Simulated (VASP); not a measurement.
# AgCl in VASP: further runs, part 3 of 3

VASP 6.6.1. The steps go on from the part before.

### 5 Electric field gradients, LDA (equal xx and yy strain of -2 %)

Contents of INCAR:

```
SYSTEM = AgCl
PREC = Accurate
ENCUT = 520
EDIFF = 1E-8
ISMEAR = -1
SIGMA = 0.02
LREAL = .False.
LASPH = .True.
NELM = 80
ALGO = Normal
ISIF = 2
LWAVE = .False.
LCHARG = .False.
GGA = CA
LEFG = .True.
NBANDS = 16
```

Contents of KPOINTS:

```
regular mesh
0
Gamma
  8 8 8
  0 0 0
```

Contents of POSCAR:

```
AgCl
1.0
    0.0000000000      2.7176870000      2.7731500000
    2.7176870000      0.0000000000      2.7731500000
    2.7176870000      2.7176870000      0.0000000000
Ag Cl
1 1
Direct
    0.5000000000      0.5000000000      0.5000000000
    0.0000000000      0.0000000000      0.0000000000
```

Potentials or basis: VASP PAW LDA potentials, release 64 (Ag, Cl).

Launch:

```sh
$ cat potpaw_LDA.64/Ag/POTCAR potpaw_LDA.64/Cl/POTCAR > POTCAR
$ mpirun -np 1 vasp_std > vasp.out
```

OUTCAR:

```text
SYSTEM = AgCl
   PREC = Accurate
   ENCUT = 520
   EDIFF = 1E-8
   ISMEAR = -1
   LREAL = .False.
   LASPH = .True.
   NELM = 80
   ISIF = 2
   GGA = CA

 ion  position               nearest neighbor table
   1  0.500  0.500  0.500-   2 2.72   2 2.72   2 2.72   2 2.72   2 2.77   2 2.77
   2  0.000  0.000  0.000-   1 2.72   1 2.72   1 2.72   1 2.72   1 2.77   1 2.77

  LATTYP: Found a body centered tetragonal cell.
 ALAT       =     3.8433898137
 C/A-ratio  =     1.4430750636

  Lattice vectors:

 A1 = (  -2.7176870000,   0.0000000000,   2.7731500000)
 A2 = (   2.7176870000,   0.0000000000,   2.7731500000)
 A3 = (   0.0000000000,   2.7176870000,  -2.7731500000)

Analysis of symmetry for initial positions (statically):
=====================================================================
 Subroutine PRICEL returns:
 Original cell was already a primitive cell.

 Routine SETGRP: Setting up the symmetry group for a
 body centered tetragonal supercell.

 Subroutine GETGRP returns: Found 16 space group operations
 (whereof 16 operations were pure point group operations)
 out of a pool of 16 trial point group operations.

The static configuration has the point symmetry D_4h.

Analysis of symmetry for dynamics (positions and initial velocities):
=====================================================================
 Subroutine PRICEL returns:
 Original cell was already a primitive cell.

 Routine SETGRP: Setting up the symmetry group for a
 body centered tetragonal supercell.

 Subroutine GETGRP returns: Found 16 space group operations
 (whereof 16 operations were pure point group operations)
 out of a pool of 16 trial point group operations.

The dynamic configuration has the point symmetry D_4h.

 Subroutine INISYM returns: Found 16 space group operations
 (whereof 16 operations are pure point group operations),
 and found     1 'primitive' translations

----------------------------------------------------------------------------------------

                                     Primitive cell

  volume of cell :      40.9640

  direct lattice vectors                    reciprocal lattice vectors
     0.000000000  2.717687000  2.773150000    -0.183979980  0.183979980  0.180300380
     2.717687000  0.000000000  2.773150000     0.183979980 -0.183979980  0.180300380
     2.717687000  2.717687000  0.000000000     0.183979980  0.183979980 -0.180300380

  length of vectors
     3.882806144  3.882806144  3.843389814     0.316552513  0.316552513  0.316552513

  position of ions in fractional coordinates (direct lattice)
     0.500000000  0.500000000  0.500000000
     0.000000000  0.000000000  0.000000000

  ion indices of the primitive-cell ions
   primitive index   ion index
                 1           1
                 2           2

----------------------------------------------------------------------------------------

 KPOINTS: regular mesh

Automatic generation of k-mesh.
 Grid dimensions read from file:
[... 73 lines left out ...]
   POTIM  = 0.5000    time-step for ionic-motion
   TEBEG  =    0.0;   TEEND  =   0.0 temperature during run
   PSTRESS=    0.0 pullay stress
   NELECT =      18.0000    total number of electrons
   NUPDOWN=      -1.0000    fix difference up-down
   EMIN   =  10.00;   EMAX   =-10.00  energy-range for DOS
   EFERMI =   0.00;   METHOD = LEGACY
   ISMEAR =    -1;   SIGMA  =   0.02  broadening in eV -4-tet -1-fermi 0-gaus
   EFERMI_NEDOS =   21; number of points for ismear=-14 and -15
   IALGO  =     38    algorithm
   IMIX   =      4    mixing-type and parameters
     AMIX     =   0.40;   BMIX     =  1.00
     AMIX_MAG =   1.60;   BMIX_MAG =  1.00
  volume/ion in A,a.u.               =      20.48       138.22
  Fermi-wavevector in a.u.,A,eV,Ry     =   1.244605  2.351963 21.075995  1.549042
  Thomas-Fermi vector in A             =   2.378864
   LORBIT       =      0    0 simple, 1 ext, 2 COOP (PROOUT), +10 PAW based schemes
   GGA     = CA    functional components
   LHFCALC =     F    Hartree Fock is set to
   AEXX    =    0.0000 exact exchange contribution
   IVDW    =     0    specifies the selected vdW correction
   LEPSILON=     F    determine dielectric tensor
   LRPA    =     F    only Hartree local field effects (RPA)
 non-spin polarized calculation
  energy-cutoff  :      520.00
  volume of cell :       40.96
 maximum number of plane-waves:      1116
 NGX is ok and might be reduce to    30
   NGX = 15   NGY = 15   NGZ = 15

 number of electron      18.0000004 magnetization

 Free energy of the ion-electron system (eV)
  ---------------------------------------------------
  ext. energy  EPLUGINS =         0.00000000
  ---------------------------------------------------
  free energy    TOTEN  =        -6.76067905 eV

  energy without entropy =       -6.76067905  energy(sigma->0) =       -6.76067905

 E-fermi :   4.4803     XC(G=0): -10.6436

 val. band max:        4.1752643017   @ k =   0.5000   0.0000   0.0000
 cond. band min:       4.7516209072   @ k =   0.0000   0.0000   0.0000
 fundamental gap:      0.5763566055
 Fermi energy:         4.4803248285

 k-point     1 :       0.0000    0.0000    0.0000
  band No.  band energies     occupation
      1     -11.2202      2.00000
      2       1.3736      2.00000
      3       1.4310      2.00000
      4       1.4310      2.00000
      5       1.4490      2.00000
      6       1.4562      2.00000
[... 433 lines left out ...]
      3      -0.1574      2.00000
      4       0.0453      2.00000
      5       1.6022      2.00000
      6       1.7955      2.00000
[... 8 lines left out ...]
     15      17.8651      0.00000
     16      18.0564      0.00000

 [... further k-points ...]

------------------------ aborting loop because EDIFF is reached ----------------------------------------

  FORCE on cell =-STRESS in cart. coord.  units (eV):
  Direction    XX          YY          ZZ          XY          YZ          ZX
  --------------------------------------------------------------------------------------
  -------------------------------------------------------------------------------------
  Total       -0.9368405     -0.9368405     -1.0301356      0.0000000      0.0000000     -0.0000000
  in kB      -36.6415652    -36.6415652    -40.2905080      0.0000000      0.0000000     -0.0000000
  external PRESSURE =     -37.8578795 kB  Pullay stress =       0.0000000 kB

 VOLUME and BASIS-vectors are now :
 -----------------------------------------------------------------------------
  energy-cutoff  :      520.00
  volume of cell :       40.96
      direct lattice vectors                 reciprocal lattice vectors
     0.000000000  2.717687000  2.773150000    -0.183979980  0.183979980  0.180300380
     2.717687000  0.000000000  2.773150000     0.183979980 -0.183979980  0.180300380
     2.717687000  2.717687000  0.000000000     0.183979980  0.183979980 -0.180300380

 POSITION                                       TOTAL-FORCE (eV/Angst)
 -----------------------------------------------------------------------------------
      2.71769      2.71769      2.77315         0.000000      0.000000     -0.000000
      0.00000      0.00000      0.00000         0.000000      0.000000      0.000000
 -----------------------------------------------------------------------------------
    total drift:                                0.000000      0.000000      0.000000

  FREE ENERGIE OF THE ION-ELECTRON SYSTEM (eV)
  ---------------------------------------------------
  free  energy   TOTEN  =        -6.7606790533 eV

  energy  without entropy=       -6.7606790502  energy(sigma->0) =       -6.76067905

 Electric field gradients (V/A^2)
---------------------------------------------------------------------
 ion       V_xx      V_yy      V_zz      V_xy      V_xz      V_yz
---------------------------------------------------------------------
   1      -6.424    -6.424    12.848    -0.002    -0.001    -0.001
   2       5.042     5.042   -10.083     0.001     0.001     0.001
---------------------------------------------------------------------

 Electric field gradients after diagonalization (V/A^2)
 (convention: |V_zz| > |V_xx| > |V_yy|)
----------------------------------------------------------------------
 ion       V_xx      V_yy      V_zz     asymmetry (V_yy - V_xx)/ V_zz
----------------------------------------------------------------------
   1      -6.426    -6.423    12.848       0.000
   2       5.043     5.041   -10.083       0.000
----------------------------------------------------------------------

           NMR quadrupolar parameters

 Cq : quadrupolar parameter    Cq=e*Q*V_zz/h
 eta: asymmetry parameters     (V_yy - V_xx)/ V_zz
 Q  : nuclear electric quadrupole moment in mb (millibarn)
----------------------------------------------------------------------
 ion       Cq(MHz)       eta       Q (mb)
----------------------------------------------------------------------
   1       0.031       0.000       1.000
   2      -0.024       0.000       1.000
----------------------------------------------------------------------
```

OSZICAR:

```text
N       E                     dE             d eps       ncg     rms          rms(c)
DAV:   1     0.887059889402E+02    0.88706E+02   -0.85838E+03  1896   0.102E+03
DAV:   2    -0.403245429978E+01   -0.92738E+02   -0.84783E+02  2376   0.216E+02
DAV:   3    -0.690601570652E+01   -0.28736E+01   -0.28666E+01  2376   0.388E+01
DAV:   4    -0.691970644849E+01   -0.13691E-01   -0.13689E-01  2400   0.307E+00
DAV:   5    -0.691985470340E+01   -0.14825E-03   -0.14825E-03  2368   0.317E-01    0.712E+00
DAV:   6    -0.676986278871E+01    0.14999E+00   -0.23976E-01  2496   0.669E+00    0.468E+00
DAV:   7    -0.676328518470E+01    0.65776E-02   -0.61667E-02  2344   0.166E+00    0.203E+00
DAV:   8    -0.676075980358E+01    0.25254E-02   -0.37620E-03  2144   0.563E-01    0.251E-01
DAV:   9    -0.676067195668E+01    0.87847E-04   -0.26913E-04  2584   0.223E-01    0.368E-02
DAV:  10    -0.676067902989E+01   -0.70732E-05   -0.19606E-05  2320   0.406E-02    0.102E-02
DAV:  11    -0.676067908440E+01   -0.54515E-07   -0.43277E-07  2400   0.568E-03    0.221E-03
DAV:  12    -0.676067905340E+01    0.31004E-07   -0.21905E-07  2440   0.310E-03    0.693E-04
DAV:  13    -0.676067905335E+01    0.53660E-10   -0.10947E-08  1872   0.900E-04
   1 F= -.67606791E+01 E0= -.67606791E+01  d E =-.317107E-08
```

stdout:

```text
POSCAR found type information on POSCAR AgCl
 POSCAR found :  2 types and       2 ions
 scaLAPACK will be used
 LDA part: xc-table for (Slater(with rela. corr.)+CA(PZ))
 , standard interpolation
 POSCAR, INCAR and KPOINTS ok, starting setup
 FFT: planning ... GRIDC
 FFT: planning ... GRID_SOFT
 FFT: planning ... GRID
 WAVECAR not read
 entering main loop
ion   1

ion   2
```

It took 64 s on 1 thread of Intel Xeon 8259CL, shared host; peak memory 0.17 GiB.

Results:

```yaml
Free_energy: -6.7607 eV
Pressure: -3.8 GPa
Band_gap_on_the_k_mesh: 0.58 eV, indirect (least direct gap 3.07 eV)
```

Stress tensor (GPa, compression positive):
```
-3.66  0.00  0.00
 0.00 -3.66  0.00
 0.00  0.00 -4.03
```

Electric field gradients, principal values (V/Å²):
```csv
atom,least,middle,greatest (by size)
1 Ag,-6.423,-6.426,12.848
2 Cl,5.041,5.043,-10.083
```

Caveat: the cell differs from its parent crystal (equal xx and yy strain of -2 %); without QUAD_EFG the Cq values of the log hold for a quadrupole moment of 1 mb, not for the nuclei. A k mesh can miss the band edges.

### 6 Electric field gradients, LDA (equal xx and yy strain of +1 %)

Contents of INCAR:

```
SYSTEM = AgCl
ALGO = Normal ; EDIFF = 1E-8
ENCUT = 520 ; ISIF = 2
ISMEAR = -1 ; LASPH = .TRUE.
LCHARG = .FALSE. ; LEFG = .TRUE.
LREAL = .FALSE. ; LWAVE = .FALSE.
NBANDS = 16 ; NELM = 80
PREC = Accurate ; SIGMA = 0.02
```

Contents of KPOINTS:

```
k-points
0
G
  8 8 8
  0 0 0
```

Contents of POSCAR:

```
AgCl
1.0
    0.0000000000      2.8008815000      2.7731500000
    2.8008815000      0.0000000000      2.7731500000
    2.8008815000      2.8008815000      0.0000000000
Ag Cl
1 1
Direct
    0.5000000000      0.5000000000      0.5000000000
    0.0000000000      0.0000000000      0.0000000000
```

Potentials or basis: VASP PAW LDA potentials, release 64 (Ag, Cl).

Launch:

```sh
$ cat potpaw_LDA.64/Ag/POTCAR potpaw_LDA.64/Cl/POTCAR > POTCAR
$ mpirun -np 1 vasp_std > vasp.out
```

OUTCAR:

```text
SYSTEM = AgCl
   EDIFF = 1E-8
   ENCUT = 520
   ISIF = 2
   ISMEAR = -1
   LASPH = .TRUE.
   LREAL = .FALSE.
   NELM = 80
   PREC = Accurate

 ion  position               nearest neighbor table
   1  0.500  0.500  0.500-   2 2.77   2 2.77   2 2.80   2 2.80   2 2.80   2 2.80
   2  0.000  0.000  0.000-   1 2.77   1 2.77   1 2.80   1 2.80   1 2.80   1 2.80

  LATTYP: Found a body centered tetragonal cell.
 ALAT       =     3.9610446039
 C/A-ratio  =     1.4002114479

  Lattice vectors:

 A1 = (   0.0000000000,  -2.8008815000,  -2.7731500000)
 A2 = (   0.0000000000,   2.8008815000,  -2.7731500000)
 A3 = (   2.8008815000,   0.0000000000,   2.7731500000)

Analysis of symmetry for initial positions (statically):
=====================================================================
 Subroutine PRICEL returns:
 Original cell was already a primitive cell.

 Routine SETGRP: Setting up the symmetry group for a
 body centered tetragonal supercell.

[... 645 lines left out ...]
      direct lattice vectors                 reciprocal lattice vectors
     0.000000000  2.800881500  2.773150000    -0.178515228  0.178515228  0.180300380
     2.800881500  0.000000000  2.773150000     0.178515228 -0.178515228  0.180300380
     2.800881500  2.800881500  0.000000000     0.178515228  0.178515228 -0.180300380

 POSITION                                       TOTAL-FORCE (eV/Angst)
 -----------------------------------------------------------------------------------
      2.80088      2.80088      2.77315         0.000000      0.000000     -0.000000
      0.00000      0.00000      0.00000         0.000000      0.000000      0.000000
 -----------------------------------------------------------------------------------
    total drift:                                0.000000      0.000000      0.000000

  FREE ENERGIE OF THE ION-ELECTRON SYSTEM (eV)
  ---------------------------------------------------
  free  energy   TOTEN  =        -6.6805950508 eV

  energy  without entropy=       -6.6805950496  energy(sigma->0) =       -6.68059505

 Electric field gradients (V/A^2)
---------------------------------------------------------------------
 ion       V_xx      V_yy      V_zz      V_xy      V_xz      V_yz
---------------------------------------------------------------------
   1       2.821     2.821    -5.642     0.000     0.000     0.000
   2      -2.598    -2.598     5.197     0.001     0.001     0.001
---------------------------------------------------------------------

 Electric field gradients after diagonalization (V/A^2)
 (convention: |V_zz| > |V_xx| > |V_yy|)
----------------------------------------------------------------------
 ion       V_xx      V_yy      V_zz     asymmetry (V_yy - V_xx)/ V_zz
----------------------------------------------------------------------
   1       2.821     2.821    -5.642       0.000
   2      -2.599    -2.598     5.197       0.000
----------------------------------------------------------------------

           NMR quadrupolar parameters

 Cq : quadrupolar parameter    Cq=e*Q*V_zz/h
 eta: asymmetry parameters     (V_yy - V_xx)/ V_zz
 Q  : nuclear electric quadrupole moment in mb (millibarn)
----------------------------------------------------------------------
 ion       Cq(MHz)       eta       Q (mb)
----------------------------------------------------------------------
   1      -0.014       0.000       1.000
   2       0.013       0.000       1.000
----------------------------------------------------------------------
```

Run time: 57 s. Hardware: 1 thread of Intel Xeon 8259CL, shared host; peak memory 0.17 GiB.

What came out:

```yaml
Free_energy: -6.6806 eV
Pressure: -6.3 GPa
Band_gap_on_the_k_mesh: 0.62 eV, indirect (least direct gap 2.86 eV)
```

Electric field gradients, principal values (V/Å²):
```
atom   least  middle  greatest (by size)
1 Ag   2.821   2.821              -5.642
2 Cl  -2.598  -2.599               5.197
```

Caveat: the cell differs from its parent crystal (equal xx and yy strain of +1 %); without QUAD_EFG the Cq values of the log hold for a quadrupole moment of 1 mb, not for the nuclei. A k mesh can miss the band edges.

### 7 The runs side by side

| cell | gap on the mesh (eV) | pressure (GPa) |
| --- | --- | --- |
| a = 3.999 Å, angles 60.0°, 2 atoms | 0.66 | -7.4 |
| a = 3.981, b = 3.981, c = 3.922 Å, angles 60.5, 60.5, 59.0°, 2 atoms | 0.56 | -6.5 |
| a = 3.961, b = 3.961, c = 4.000 Å, angles 59.7, 59.7, 60.7°, 2 atoms | 0.60 | -6.9 |
| a = 3.883, b = 3.883, c = 3.843 Å, angles 60.3, 60.3, 59.3°, 2 atoms | 0.58 | -3.8 |
| a = 3.941, b = 3.941, c = 3.961 Å, angles 59.8, 59.8, 60.3°, 2 atoms | 0.62 | -6.3 |

Alike in all rows: task electric field gradients; level LDA; potentials or basis VASP PAW LDA potentials, release 64 (Ag, Cl); no spin polarisation; k mesh 8 × 8 × 8; cutoff (eV) 520; smearing fermi-dirac 0.02 eV.

Total energies depend on the potentials used, so only differences within one code and one set of settings carry meaning.
